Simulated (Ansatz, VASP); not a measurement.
**C in VASP and in Ansatz**

Contents of INCAR:

```
SYSTEM = C
ALGO = Normal
EDIFF = 1E-6
ENCUT = 600
GGA = PE
GGA_COMPAT = .False.
ISIF = 2
ISMEAR = 0
IVDW = 12
LASPH = .True.
LCHARG = .False.
LREAL = .False.
LWAVE = .False.
NBANDS = 16
NELM = 120
PREC = Accurate
SIGMA = 0.1
```

KPOINTS

```
k-points
0
Gamma
  15 15 6
  0 0 0
```

Contents of POSCAR:

```
C
1.0
    2.4560000000      0.0000000000      0.0000000000
   -1.2280000000      2.1269583917      0.0000000000
    0.0000000000      0.0000000000      6.6960000000
C
4
Direct
    0.0000000000      0.0000000000      0.7500000000
    0.0000000000      0.0000000000      0.2500000000
    0.3333333333      0.6666666667      0.7500000000
    0.6666666667      0.3333333333      0.2500000000
```

Input for Ansatz:

```yaml
crystal:
  lattice:
    - [2.456, 0.0, 0.0]
    - [-1.228, 2.1269583917, 0.0]
    - [0.0, 0.0, 6.696]
  atoms:
    - { symbol: C, position: [0.0, 0.0, 0.75] }
    - { symbol: C, position: [0.0, 0.0, 0.25] }
    - { symbol: C, position: [0.3333333333, 0.6666666667, 0.75] }
    - { symbol: C, position: [0.6666666667, 0.3333333333, 0.25] }
basis:
  ecutwfc: 420
kpoints:
  mp_grid: { grid: [15, 15, 6] }
hamiltonian:
  xc: pbe
  dispersion: d3bj
  pseudopotentials: { kind: paw }
scf:
  occupations: { method: gaussian, width: 0.1 }
output:
  forces: true
  stress: true
  eigenvalues: true
```

Alike in both runs: task single point; functional PBE; dispersion D3(BJ); k mesh 15 × 15 × 6; occupations gaussian, width 0.1 eV; no spin polarisation.

|  | VASP | Ansatz |
| --- | --- | --- |
| version | VASP 6.6.1 | Ansatz 0.2.0 |
| potentials or method | VASP PAW PBE potentials, release 64 (C), cutoff 600 eV | scalar-relativistic, plane waves, PAW |
| valence electrons in the cell | 16 | 16 |

VASP gave:

```
gap on the k mesh at the Fermi level (eV)                     : none
pressure (GPa)                                                : 3.3
traceless stress, the component that is largest in VASP (GPa) : -3.51
```

Problem. Which values does Ansatz return?

Solution. gap on the k mesh at the Fermi level (eV): none; pressure (GPa): 3.3; traceless stress, the component that is largest in VASP (GPa): -3.16.

A gap of «none» marks a metal or a gap that the smearing closes.
